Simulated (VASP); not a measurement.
# WS2 (R3m) in VASP: a series of runs, part 2 of 2

VASP 6.6.1.

## 4. Electric field gradients, PBE (17.03 Å³/atom)

This run uses another cell than the first one, of 17.03 Å³/atom.

The input, INCAR:

```
SYSTEM = WS2
PREC     = Accurate       ! precision mode
ENCUT    = 520            ! plane-wave cutoff, eV
EDIFF    = 1E-8           ! SCF threshold, eV
ISMEAR   = -1             ! smearing method
SIGMA    = 0.08           ! smearing width, eV
LREAL    = .FALSE.        ! projectors in reciprocal space
LASPH    = .TRUE.         ! aspherical terms in the spheres
NELM     = 100            ! most SCF steps
ALGO     = Normal         ! electronic algorithm
ISIF     = 2              ! what is computed and relaxed
LWAVE    = .FALSE.        ! write WAVECAR
LCHARG   = .FALSE.        ! write CHGCAR
GGA      = PE             ! functional
LEFG     = .TRUE.       
NBANDS   = 20             ! bands
```

The input, KPOINTS:

```
Automatic mesh
0
G
  13 13 13
  0 0 0
```

The input, POSCAR:

```
WS2
1.0
    1.5576599252      0.8993153771      6.0800315456
   -1.5576599252      0.8993153771      6.0800315456
    0.0000000000     -1.7986307542      6.0800315456
W S
1 2
Direct
    0.0000000000      0.0000000000      0.0000000000
    0.7503000000      0.7503000000      0.7503000000
    0.5810000000      0.5810000000      0.5810000000
```

Potentials or basis: VASP PAW PBE potentials, release 64 (W_sv, S).

The run is started by

```console
cat potpaw_PBE.64/W_sv/POTCAR potpaw_PBE.64/S/POTCAR > POTCAR
mpirun -np 1 vasp_std > vasp.out
```

OUTCAR:

```text
SYSTEM = WS2
   PREC = Accurate
   ENCUT = 520
   EDIFF = 1E-8
   ISMEAR = -1
   LREAL = .FALSE.
   LASPH = .TRUE.
   NELM = 100
   ISIF = 2
   GGA = PE

 ion  position               nearest neighbor table
   1  0.000  0.000  0.000-   2 2.36   2 2.36   2 2.36   3 2.38   3 2.38   3 2.38
   2  0.750  0.750  0.750-   1 2.36   1 2.36   1 2.36
   3  0.581  0.581  0.581-   1 2.38   1 2.38   1 2.38

  LATTYP: Found a trigonal (rhomboedric) cell.
 ALAT       =     6.3404933708
 COS(alpha) =     0.8792939096

  Lattice vectors:

 A1 = (   1.5576599252,   0.8993153771,   6.0800315456)
[... 771 lines left out ...]

 Electric field gradients (V/A^2)
---------------------------------------------------------------------
 ion       V_xx      V_yy      V_zz      V_xy      V_xz      V_yz
---------------------------------------------------------------------
   1      80.992    80.992  -161.985    -0.000    -0.000    -0.000
   2      25.896    25.896   -51.791     0.000     0.000    -0.000
   3      21.993    21.993   -43.986    -0.000    -0.000     0.000
---------------------------------------------------------------------

 Electric field gradients after diagonalization (V/A^2)
 (convention: |V_zz| > |V_xx| > |V_yy|)
----------------------------------------------------------------------
 ion       V_xx      V_yy      V_zz     asymmetry (V_yy - V_xx)/ V_zz
----------------------------------------------------------------------
   1      80.992    80.992  -161.985       0.000
   2      25.896    25.896   -51.791       0.000
   3      21.993    21.993   -43.986       0.000
----------------------------------------------------------------------

           NMR quadrupolar parameters

 Cq : quadrupolar parameter    Cq=e*Q*V_zz/h
 eta: asymmetry parameters     (V_yy - V_xx)/ V_zz
 Q  : nuclear electric quadrupole moment in mb (millibarn)
----------------------------------------------------------------------
 ion       Cq(MHz)       eta       Q (mb)
----------------------------------------------------------------------
   1      -0.392       0.000       1.000
   2      -0.125       0.000       1.000
   3      -0.106       0.000       1.000
----------------------------------------------------------------------
```

It took 7.7 min on 1 thread of Intel Xeon Platinum 8488C (Sapphire Rapids), shared host; peak memory 0.46 GiB.

Results:

```yaml
Free_energy: -23.4952 eV
Pressure: 12.4 GPa
Largest_force: 1.316 eV/Å
Band_gap_on_the_k_mesh: 1.05 eV (least direct gap 2.23 eV)
Largest_electric_field_gradient_by_atom: W -162.0; S -51.8, -44.0 V/Å²
```

Forces in eV/Å, atoms in the order of the input:
```
W    0.000  0.000 -0.670
S    0.000  0.000  1.316
S    0.000  0.000 -0.646
```

Stress tensor (GPa, compression positive):
```
11.99  0.00  0.00
 0.00 11.99  0.00
 0.00  0.00 13.17
```

Electric field gradients, principal values (V/Å²):
```
atom   least  middle  greatest (by size)
 1 W  80.992  80.992            -161.985
 2 S  25.896  25.896             -51.791
 3 S  21.993  21.993             -43.986
```

Caveat: the cell stands under pressure; without QUAD_EFG the Cq values of the log hold for a quadrupole moment of 1 mb, not for the nuclei; spin-orbit coupling is left out, which moves the levels of the heavy elements; forces of over 1 eV/Å act on the atoms, so gaps and moduli don't describe the material at rest.

## 5. Electric field gradients, PBE (17.57 Å³/atom)

This run uses another cell than the first one, of 17.57 Å³/atom.

The input, INCAR:

```
SYSTEM = WS2
PREC = Accurate
ENCUT = 520
EDIFF = 1E-8
ISMEAR = -1
SIGMA = 0.08
LREAL = .FALSE.
LASPH = .TRUE.
NELM = 100
ALGO = Normal
ISIF = 2
LWAVE = .FALSE.
LCHARG = .FALSE.
GGA = PE
LEFG = .TRUE.
NBANDS = 20
```

KPOINTS is that of step 4.

The input, POSCAR:

```
WS2
1.0
    1.5737194071      0.9085873233      6.1427167022
   -1.5737194071      0.9085873233      6.1427167022
    0.0000000000     -1.8171746466      6.1427167022
W S
1 2
Direct
    0.0000000000      0.0000000000      0.0000000000
    0.7503000000      0.7503000000      0.7503000000
    0.5810000000      0.5810000000      0.5810000000
```

Potentials or basis: VASP PAW PBE potentials, release 64 (W_sv, S).

The run is started by

```console
cat potpaw_PBE.64/W_sv/POTCAR potpaw_PBE.64/S/POTCAR > POTCAR
mpirun -np 1 vasp_std > vasp.out
```

OUTCAR:

```text
SYSTEM = WS2
   PREC = Accurate
   ENCUT = 520
   EDIFF = 1E-8
   ISMEAR = -1
   LREAL = .FALSE.
   LASPH = .TRUE.
   NELM = 100
   ISIF = 2
   GGA = PE

 ion  position               nearest neighbor table
   1  0.000  0.000  0.000-   2 2.38   2 2.38   2 2.38   3 2.41   3 2.41   3 2.41
   2  0.750  0.750  0.750-   1 2.38   1 2.38   1 2.38
   3  0.581  0.581  0.581-   1 2.41   1 2.41   1 2.41

  LATTYP: Found a trigonal (rhomboedric) cell.
 ALAT       =     6.4058638902
 COS(alpha) =     0.8792939096

  Lattice vectors:

 A1 = (   1.5737194071,   0.9085873233,   6.1427167022)
 A2 = (  -1.5737194071,   0.9085873233,   6.1427167022)
 A3 = (   0.0000000000,  -1.8171746466,   6.1427167022)

Analysis of symmetry for initial positions (statically):
=====================================================================
 Subroutine PRICEL returns:
 Original cell was already a primitive cell.

 Routine SETGRP: Setting up the symmetry group for a
 trigonal (rhombohedral) supercell.

 Subroutine GETGRP returns: Found  6 space group operations
 (whereof  6 operations were pure point group operations)
 out of a pool of 12 trial point group operations.

The static configuration has the point symmetry C_3v.

Analysis of symmetry for dynamics (positions and initial velocities):
=====================================================================
 Subroutine PRICEL returns:
 Original cell was already a primitive cell.

 Routine SETGRP: Setting up the symmetry group for a
 trigonal (rhombohedral) supercell.

[... 165 lines left out ...]
      4     -31.0848      2.00000
      5      -8.1126      2.00000
      6      -6.0844      2.00000
[... 541 lines left out ...]
     19      15.4392      0.00000
     20      16.0220      0.00000

 [... further k-points ...]

------------------------ aborting loop because EDIFF is reached ----------------------------------------

  FORCE on cell =-STRESS in cart. coord.  units (eV):
  Direction    XX          YY          ZZ          XY          YZ          ZX
  --------------------------------------------------------------------------------------
  -------------------------------------------------------------------------------------
  Total        2.0158372      2.0158372      2.2380812      0.0000000      0.0000000      0.0000000
  in kB       61.2858658     61.2858658     68.0425714      0.0000000      0.0000000      0.0000000
  external PRESSURE =      63.5381010 kB  Pullay stress =       0.0000000 kB

 VOLUME and BASIS-vectors are now :
 -----------------------------------------------------------------------------
  energy-cutoff  :      520.00
  volume of cell :       52.70
      direct lattice vectors                 reciprocal lattice vectors
     1.573719407  0.908587323  6.142716702     0.317718647  0.183434946  0.054264807
    -1.573719407  0.908587323  6.142716702    -0.317718647  0.183434946  0.054264807
     0.000000000 -1.817174647  6.142716702     0.000000000 -0.366869892  0.054264807

 POSITION                                       TOTAL-FORCE (eV/Angst)
 -----------------------------------------------------------------------------------
      0.00000      0.00000      0.00000         0.000000      0.000000     -0.624858
      0.00000      0.00000     13.82664         0.000000     -0.000000      0.701447
      0.00000      0.00000     10.70676         0.000000      0.000000     -0.076589
 -----------------------------------------------------------------------------------
    total drift:                                0.000000      0.000000     -0.000013

  FREE ENERGIE OF THE ION-ELECTRON SYSTEM (eV)
  ---------------------------------------------------
  free  energy   TOTEN  =       -23.5885092999 eV

  energy  without entropy=      -23.5884845652  energy(sigma->0) =      -23.58849693

 Electric field gradients (V/A^2)
---------------------------------------------------------------------
 ion       V_xx      V_yy      V_zz      V_xy      V_xz      V_yz
---------------------------------------------------------------------
   1      77.766    77.766  -155.532     0.000     0.000    -0.000
   2      24.720    24.720   -49.440     0.000     0.000    -0.000
   3      20.865    20.865   -41.730    -0.000     0.000     0.000
---------------------------------------------------------------------

 Electric field gradients after diagonalization (V/A^2)
 (convention: |V_zz| > |V_xx| > |V_yy|)
----------------------------------------------------------------------
 ion       V_xx      V_yy      V_zz     asymmetry (V_yy - V_xx)/ V_zz
----------------------------------------------------------------------
   1      77.766    77.766  -155.532       0.000
   2      24.720    24.720   -49.440       0.000
   3      20.865    20.865   -41.730       0.000
----------------------------------------------------------------------

           NMR quadrupolar parameters

 Cq : quadrupolar parameter    Cq=e*Q*V_zz/h
 eta: asymmetry parameters     (V_yy - V_xx)/ V_zz
 Q  : nuclear electric quadrupole moment in mb (millibarn)
----------------------------------------------------------------------
 ion       Cq(MHz)       eta       Q (mb)
----------------------------------------------------------------------
   1      -0.376       0.000       1.000
   2      -0.120       0.000       1.000
   3      -0.101       0.000       1.000
----------------------------------------------------------------------
```

OSZICAR:

```text
N       E                     dE             d eps       ncg     rms          rms(c)
DAV:   1     0.200528827826E+03    0.20053E+03   -0.13022E+04  9240   0.130E+03
DAV:   2    -0.143712090061E+02   -0.21490E+03   -0.20766E+03 10704   0.344E+02
DAV:   3    -0.247538283653E+02   -0.10383E+02   -0.10276E+02 11676   0.712E+01
DAV:   4    -0.249031715995E+02   -0.14934E+00   -0.14923E+00 11268   0.919E+00
DAV:   5    -0.249056443240E+02   -0.24727E-02   -0.24726E-02 11488   0.124E+00    0.278E+01
DAV:   6    -0.237624852708E+02    0.11432E+01   -0.58721E+00 10268   0.166E+01    0.115E+01
DAV:   7    -0.236350680728E+02    0.12742E+00   -0.13124E+00  9644   0.651E+00    0.571E+00
DAV:   8    -0.235896423113E+02    0.45426E-01   -0.25475E-01 10712   0.341E+00    0.136E+00
DAV:   9    -0.235888042025E+02    0.83811E-03   -0.11633E-02 11740   0.750E-01    0.583E-01
DAV:  10    -0.235885229856E+02    0.28122E-03   -0.44726E-03 10648   0.458E-01    0.787E-02
DAV:  11    -0.235884926901E+02    0.30295E-04   -0.55847E-04 10388   0.157E-01    0.628E-02
DAV:  12    -0.235885030296E+02   -0.10339E-04   -0.65556E-05 10648   0.617E-02    0.120E-02
DAV:  13    -0.235885089300E+02   -0.59004E-05   -0.11205E-05 10684   0.244E-02    0.809E-03
DAV:  14    -0.235885090886E+02   -0.15858E-06   -0.13922E-06 11028   0.718E-03    0.149E-03
DAV:  15    -0.235885092818E+02   -0.19318E-06   -0.32545E-07 10652   0.362E-03    0.158E-03
DAV:  16    -0.235885093008E+02   -0.19035E-07   -0.16541E-08 10456   0.868E-04    0.451E-04
DAV:  17    -0.235885092999E+02    0.87857E-09   -0.26506E-09  6608   0.386E-04
   1 F= -.23588509E+02 E0= -.23588497E+02  d E =-.247347E-04
```

stdout:

```text
POSCAR found type information on POSCAR W S
 POSCAR found :  2 types and       3 ions
 scaLAPACK will be used
 LDA part: xc-table for (Slater+PW92), standard interpolation
 POSCAR, INCAR and KPOINTS ok, starting setup
 FFT: planning ... GRIDC
 FFT: planning ... GRID_SOFT
 FFT: planning ... GRID
 WAVECAR not read
 entering main loop
ion   1

ion   2

ion   3
```

It took 8.1 min on 1 thread of Intel Xeon Platinum 8488C (Sapphire Rapids), shared host; peak memory 0.46 GiB.

What came out:

```
Free energy                             : -23.5885 eV
Pressure                                : 6.4 GPa
Largest force                           : 0.701 eV/Å
Band gap on the k mesh                  : 1.07 eV (least direct gap 2.14 eV)
Largest electric field gradient by atom : W -155.5; S -49.4, -41.7 V/Å²
```

Forces in eV/Å, atoms in the order of the input:
```
W    0.000  0.000 -0.625
S    0.000  0.000  0.701
S    0.000  0.000 -0.077
```

Electric field gradients, principal values (V/Å²):
```
atom   least  middle  greatest (by size)
 1 W  77.766  77.766            -155.532
 2 S  24.720  24.720             -49.440
 3 S  20.865  20.865             -41.730
```

Caveat: the cell stands under pressure; without QUAD_EFG the Cq values of the log hold for a quadrupole moment of 1 mb, not for the nuclei; spin-orbit coupling is left out, which moves the levels of the heavy elements.

## 6. Overview

```csv
cell,gap on the mesh (eV),pressure (GPa),largest force (eV/Å)
"a = 6.486 Å, angles 28.2°, 3 atoms",1.11,2.7,0.60
"a = 6.340 Å, angles 28.4°, 3 atoms",1.05,12.4,1.32
"a = 6.406 Å, angles 28.4°, 3 atoms",1.07,6.4,0.70
```

Alike in all rows: task electric field gradients; level PBE; potentials or basis VASP PAW PBE potentials, release 64 (W_sv, S); no spin polarisation; k mesh 13 × 13 × 13; cutoff (eV) 520; smearing fermi-dirac 0.08 eV.

Caveats: spin-orbit coupling is left out, which moves the levels of the heavy elements; the cell stands under pressure (at least some runs); forces of over 1 eV/Å act on the atoms, so gaps and moduli don't describe the material at rest (at least some runs).

Total energies depend on the potentials used, so only differences within one code and one set of settings carry meaning.
